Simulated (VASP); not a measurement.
# Ir12O in VASP: single point with PBE+D3(BJ)

Aim: the single point of Ir12O with PBE+D3(BJ).

Everything below comes from runs of VASP 6.6.1. Logs are shortened: lines on timing, memory, paths and dates and some standing lists are left out, and cuts for length are marked.

## Step 1: The cell of the first run

The cell holds a slab with vacuum, 13 atoms: a = 5.431 Å, b = 5.431 Å, c = 21.001 Å, α = 90.00°, β = 90.00°, γ = 90.00°.

## Step 2: Single point, PBE+D3(BJ)

The input, INCAR:

```
SYSTEM = Ir12O
PREC = Accurate ; ENCUT = 520
EDIFF = 1E-6 ; ISMEAR = 0
SIGMA = 0.1 ; LREAL = .FALSE.
LASPH = .TRUE. ; NELM = 100
ALGO = Normal ; ISIF = 2
LWAVE = .FALSE. ; LCHARG = .FALSE.
LDIPOL = .TRUE. ; IDIPOL = 3
DIPOL = 0.5 0.5 0.295 ; GGA = PE
IVDW = 12 ; NBANDS = 69
```

The input, KPOINTS:

```
regular mesh
0
G
  5 5 1
  0 0 0
```

The input, POSCAR:

```
Ir12O
1.0
    5.4309029918      0.0000000000      0.0000000000
    0.0000000000      5.4309029918      0.0000000000
    0.0000000000      0.0000000000     21.0013955423
Ir O
12 1
Direct
    0.2500000000      0.2500000000      0.1904635333
    0.2500000000      0.7500000000      0.1904635333
    0.7500000000      0.2500000000      0.1904635333
    0.7500000000      0.7500000000      0.1904635333
    0.0000000000      0.0000000000      0.2785823619
    0.0000000000      0.5000000000      0.2785823619
    0.5000000000      0.0000000000      0.2785823619
    0.5000000000      0.5000000000      0.2785823619
    0.2500000000      0.2500000000      0.3667087517
    0.2500000000      0.7500000000      0.3667087517
    0.7500000000      0.2500000000      0.3667087517
    0.7500000000      0.7500000000      0.3667087517
    0.3333333333      0.3333333333      0.4857484600
```

Potentials or basis: VASP PAW PBE potentials, release 64 (Ir, O).

Command:

```console
$ cat potpaw_PBE.64/Ir/POTCAR potpaw_PBE.64/O/POTCAR > POTCAR
$ mpirun -np 1 vasp_std > vasp.out
```

OUTCAR:

```text
SYSTEM = Ir12O
   PREC = Accurate
   ENCUT = 520
   EDIFF = 1E-6
   ISMEAR = 0
   LREAL = .FALSE.
   LASPH = .TRUE.
   NELM = 100
   ISIF = 2
   GGA = PE
   IVDW = 12
 IVDW          = 12

 ion  position               nearest neighbor table
   1  0.250  0.250  0.190-   5 2.67   6 2.67   7 2.67   8 2.67   2 2.72   3 2.72   2 2.72   3 2.72

   2  0.250  0.750  0.190-   5 2.67   6 2.67   7 2.67   8 2.67   1 2.72   4 2.72   1 2.72   4 2.72

   3  0.750  0.250  0.190-   5 2.67   6 2.67   7 2.67   8 2.67   1 2.72   4 2.72   4 2.72   1 2.72
[... 15 lines left out ...]
  11  0.750  0.250  0.367-   5 2.67   6 2.67   7 2.67   8 2.67   9 2.72  12 2.72  12 2.72   9 2.72

  12  0.750  0.750  0.367-   5 2.67   6 2.67   7 2.67   8 2.67  10 2.72  11 2.72  11 2.72  10 2.72

  13  0.333  0.333  0.486-   9 2.58

  LATTYP: Found a simple tetragonal cell.
 ALAT       =     5.4309029918
 C/A-ratio  =     3.8670172481

  Lattice vectors:

 A1 = (   5.4309029918,   0.0000000000,   0.0000000000)
 A2 = (   0.0000000000,   5.4309029918,   0.0000000000)
 A3 = (   0.0000000000,   0.0000000000,  21.0013955423)

Analysis of symmetry for initial positions (statically):
=====================================================================
 Subroutine PRICEL returns:
 Original cell was already a primitive cell.

 Routine SETGRP: Setting up the symmetry group for a
 simple tetragonal supercell.

 Subroutine GETGRP returns: Found  2 space group operations
 (whereof  2 operations were pure point group operations)
 out of a pool of 16 trial point group operations.

The static configuration has the point symmetry C_1h.

Analysis of symmetry for dynamics (positions and initial velocities):
=====================================================================
 Subroutine PRICEL returns:
 Original cell was already a primitive cell.

 Routine SETGRP: Setting up the symmetry group for a
 simple tetragonal supercell.

 Subroutine GETGRP returns: Found  2 space group operations
 (whereof  2 operations were pure point group operations)
 out of a pool of 16 trial point group operations.

The dynamic configuration has the point symmetry C_1h.

 Subroutine INISYM returns: Found  2 space group operations
 (whereof  2 operations are pure point group operations),
 and found     1 'primitive' translations

----------------------------------------------------------------------------------------

                                     Primitive cell

  volume of cell :     619.4300

  direct lattice vectors                    reciprocal lattice vectors
     5.430902992  0.000000000  0.000000000     0.184131442  0.000000000  0.000000000
     0.000000000  5.430902992  0.000000000     0.000000000  0.184131442  0.000000000
     0.000000000  0.000000000 21.001395542     0.000000000  0.000000000  0.047615883

  length of vectors
     5.430902992  5.430902992 21.001395542     0.184131442  0.184131442  0.047615883

  position of ions in fractional coordinates (direct lattice)
     0.250000000  0.250000000  0.190463533
     0.250000000  0.750000000  0.190463533
     0.750000000  0.250000000  0.190463533
     0.750000000  0.750000000  0.190463533
     0.000000000  0.000000000  0.278582362
     0.000000000  0.500000000  0.278582362
     0.500000000  0.000000000  0.278582362
     0.500000000  0.500000000  0.278582362
     0.250000000  0.250000000  0.366708752
     0.250000000  0.750000000  0.366708752
     0.750000000  0.250000000  0.366708752
     0.750000000  0.750000000  0.366708752
     0.333333333  0.333333333  0.485748460

  ion indices of the primitive-cell ions
   primitive index   ion index
                 1           1
                 2           2
                 3           3
                 4           4
                 5           5
                 6           6
                 7           7
                 8           8
                 9           9
                10          10
                11          11
                12          12
                13          13

----------------------------------------------------------------------------------------

 KPOINTS: regular mesh

Automatic generation of k-mesh.
 Grid dimensions read from file:
 generate k-points for:    5    5    1

 Generating k-lattice:

  Cartesian coordinates                     Fractional coordinates (reciprocal lattice)
     0.036826288  0.000000000  0.000000000     0.200000000  0.000000000  0.000000000
     0.000000000  0.036826288  0.000000000     0.000000000  0.200000000  0.000000000
     0.000000000  0.000000000  0.047615883     0.000000000  0.000000000  1.000000000

  Length of vectors
     0.036826288  0.036826288  0.047615883

  Shift w.r.t. Gamma in fractional coordinates (k-lattice)
     0.000000000  0.000000000  0.000000000

 Subroutine IBZKPT returns following result:
 ===========================================

 Found      9 irreducible k-points:

 Following reciprocal coordinates:
            Coordinates               Weight
  0.000000  0.000000  0.000000      1.000000
  0.200000  0.000000  0.000000      4.000000
  0.400000  0.000000  0.000000      4.000000
  0.200000  0.200000  0.000000      2.000000
 -0.200000  0.200000  0.000000      2.000000
  0.400000  0.200000  0.000000      4.000000
 -0.200000  0.400000  0.000000      4.000000
  0.400000  0.400000  0.000000      2.000000
 -0.400000  0.400000  0.000000      2.000000
   k-points           NKPTS =      9   k-points in BZ     NKDIM =      9   number of bands    NBANDS=     69
   number of dos      NEDOS =    301   number of ions     NIONS =     13
   total plane-waves  NPLWV = 256000
   dimension x,y,z NGX =    40 NGY =   40 NGZ =  160
   dimension x,y,z NGXF=    80 NGYF=   80 NGZF=  320
   ions per type =              12   1
   NGX,Y,Z   is equivalent  to a cutoff of  12.24, 12.24, 12.67 a.u.
   NGXF,Y,Z  is equivalent  to a cutoff of  24.49, 24.49, 25.33 a.u.
 SYSTEM =  Ir12O
   PREC   = accura    normal or accurate (medium, high low for compatibility)
   ISTART =      0    job   : 0-new  1-cont  2-samecut
   ICHARG =      2    charge: 1-file 2-atom 10-const
   ISPIN  =      1    spin polarized calculation?
   LNONCOLLINEAR =      F non collinear calculations
   LSORBIT =      F    spin-orbit coupling
   LASPH  =      T    aspherical Exc in radial PAW
   ENCUT  =  520.0 eV  38.22 Ry    6.18 a.u.  10.10 10.10 39.05*2*pi/ulx,y,z
   NELM   =    100;   NELMIN=  2; NELMDL= -5     # of ELM steps
   EDIFF  = 0.1E-05   stopping-criterion for ELM
   LREAL  =      F    real-space projection
   EDIFFG = 0.1E-04   stopping-criterion for IOM
   NSW    =      0    number of steps for IOM
   IBRION =     -1    ionic relax: 0-MD 1-quasi-New 2-CG
   NFREE  =      0    steps in history (QN), initial steepest desc. (CG)
   ISIF   =      2    stress and relaxation
   ISYM   =      2    0-nonsym 1-usesym 2-fastsym
   POTIM  = 0.5000    time-step for ionic-motion
   TEBEG  =    0.0;   TEEND  =   0.0 temperature during run
   PSTRESS=    0.0 pullay stress
   NELECT =     114.0000    total number of electrons
   NUPDOWN=      -1.0000    fix difference up-down
   EMIN   =  10.00;   EMAX   =-10.00  energy-range for DOS
   EFERMI =   0.00;   METHOD = LEGACY
   ISMEAR =     0;   SIGMA  =   0.10  broadening in eV -4-tet -1-fermi 0-gaus
   EFERMI_NEDOS =   21; number of points for ismear=-14 and -15
   IALGO  =     38    algorithm
   IMIX   =      4    mixing-type and parameters
     AMIX     =   0.40;   BMIX     =  1.00
     AMIX_MAG =   1.60;   BMIX_MAG =  1.00
  volume/ion in A,a.u.               =      47.65       321.55
  Fermi-wavevector in a.u.,A,eV,Ry     =   0.931206  1.759724 11.798215  0.867144
  Thomas-Fermi vector in A             =   2.057675
   LORBIT       =      0    0 simple, 1 ext, 2 COOP (PROOUT), +10 PAW based schemes
   GGA     = PE    functional components
   LHFCALC =     F    Hartree Fock is set to
   AEXX    =    0.0000 exact exchange contribution
   IVDW    =    12    specifies the selected vdW correction
   LEPSILON=     F    determine dielectric tensor
   LRPA    =     F    only Hartree local field effects (RPA)
 non-spin polarized calculation
 Gauss-broadening in eV      SIGMA  =   0.10
  energy-cutoff  :      520.00
  volume of cell :      619.43
 maximum number of plane-waves:     16712
   NGX = 21   NGY = 21   NGZ = 79

 dipolmoment           0.000000      0.000000     -0.000894 electrons x Angstroem

 number of electron     113.9999986 magnetization

 dipolmoment           0.000000      0.000000      0.381624 electrons x Angstroem

 Free energy of the ion-electron system (eV)
  ---------------------------------------------------
  ext. energy  EPLUGINS =         0.00000000
  ---------------------------------------------------
  free energy    TOTEN  =       -98.92041581 eV

  energy without entropy =      -98.84752733  energy(sigma->0) =      -98.88397157

 E-fermi :  -1.7349     XC(G=0):  -5.0029

 val. band max:       -1.7502929501   @ k =   0.2000   0.2000   0.0000
 cond. band min:      -1.7211868900   @ k =  -0.2000   0.2000   0.0000
 fundamental gap:      0.0291060601
 Fermi energy:        -1.7348561069

 k-point     1 :       0.0000    0.0000    0.0000
  band No.  band energies     occupation
      1     -16.9962      2.00000
      2     -11.6310      2.00000
      3      -9.1389      2.00000
      4      -9.1383      2.00000
      5      -9.0780      2.00000
      6      -8.9114      2.00000
[... 637 lines left out ...]
     68      -0.7410      0.00000
     69      -0.6737      0.00000

------------------------ aborting loop because EDIFF is reached ----------------------------------------

 vacuum level on the upper side and lower side of the slab       (xc-potential included)         1.134        -1.149

 Edisp (eV)   -5.50627

 E8    (eV) :    -2.6843

  FORCE on cell =-STRESS in cart. coord.  units (eV):
  Direction    XX          YY          ZZ          XY          YZ          ZX
  --------------------------------------------------------------------------------------
  -------------------------------------------------------------------------------------
  Total     -10.92862   -10.92862    -8.80745    -0.00786    -0.52454    -0.52454
  in kB     -28.26726   -28.26726   -22.78078    -0.02033    -1.35674    -1.35674
  external pressure =      -26.44 kB  Pullay stress =        0.00 kB

 VOLUME and BASIS-vectors are now :
 -----------------------------------------------------------------------------
  energy-cutoff  :      520.00
  volume of cell :      619.43
      direct lattice vectors                 reciprocal lattice vectors
     5.430902992  0.000000000  0.000000000     0.184131442  0.000000000  0.000000000
     0.000000000  5.430902992  0.000000000     0.000000000  0.184131442  0.000000000
     0.000000000  0.000000000 21.001395542     0.000000000  0.000000000  0.047615883

 POSITION                                       TOTAL-FORCE (eV/Angst)
 -----------------------------------------------------------------------------------
      1.35773      1.35773      4.00000        -0.027697     -0.027697      0.083350
      1.35773      4.07318      4.00000        -0.027772      0.017904     -0.056915
      4.07318      1.35773      4.00000         0.017904     -0.027772     -0.056915
      4.07318      4.07318      4.00000        -0.060604     -0.060604     -0.207431
      0.00000      0.00000      5.85062         0.154831      0.154831      0.239712
      0.00000      2.71545      5.85062         0.140223     -0.109381      0.056402
      2.71545      0.00000      5.85062        -0.109381      0.140223      0.056402
      2.71545      2.71545      5.85062        -0.091190     -0.091190     -0.107790
      1.35773      1.35773      7.70140         0.382889      0.382889      2.939999
      1.35773      4.07318      7.70140        -0.003259     -0.109507      0.324122
      4.07318      1.35773      7.70140        -0.109507     -0.003259      0.324122
      4.07318      4.07318      7.70140         0.019424      0.019424      0.054506
      1.81030      1.81030     10.20140        -0.285860     -0.285860     -3.649562
 -----------------------------------------------------------------------------------
    total drift:                               -0.000330     -0.000330      0.000638

  FREE ENERGIE OF THE ION-ELECTRON SYSTEM (eV)
  ---------------------------------------------------
  free  energy   TOTEN  =      -104.4266857163 eV

  energy  without entropy=     -104.3537972369  energy(sigma->0) =     -104.39024148

 vacuum level on the upper side and lower side of the slab         5.907         3.566
```

It took 48 min on 1 thread of Intel Xeon Platinum 8259CL at 2.50GHz (Skylake/Cascade Lake), shared host; peak memory 0.73 GiB.

What came out:

```
Free energy                : -104.4267 eV
Largest force              : 3.672 eV/Å
Band gap on the k mesh     : zero (bands 57 and 58 overlap by 1.13 eV)
Dispersion energy per atom : -0.424 eV
```

Forces on the atoms (eV/Å):
```
Ir  -0.028 -0.028  0.083
Ir  -0.028  0.018 -0.057
Ir   0.018 -0.028 -0.057
Ir  -0.061 -0.061 -0.207
Ir   0.155  0.155  0.240
Ir   0.140 -0.109  0.056
Ir  -0.109  0.140  0.056
Ir  -0.091 -0.091 -0.108
Ir   0.383  0.383  2.940
Ir  -0.003 -0.110  0.324
Ir  -0.110 -0.003  0.324
Ir   0.019  0.019  0.055
O   -0.286 -0.286 -3.650
```

Levels at points of the mesh, in eV from the Fermi level:
```tsv
k point	band 55	band 56	band 57	band 58	band 59	band 60
(0.00, 0.00, 0.00)	0.45	0.52	0.64	0.65	0.74	0.74
```

Caveat: spin-orbit coupling is left out, which moves the levels of the heavy elements.
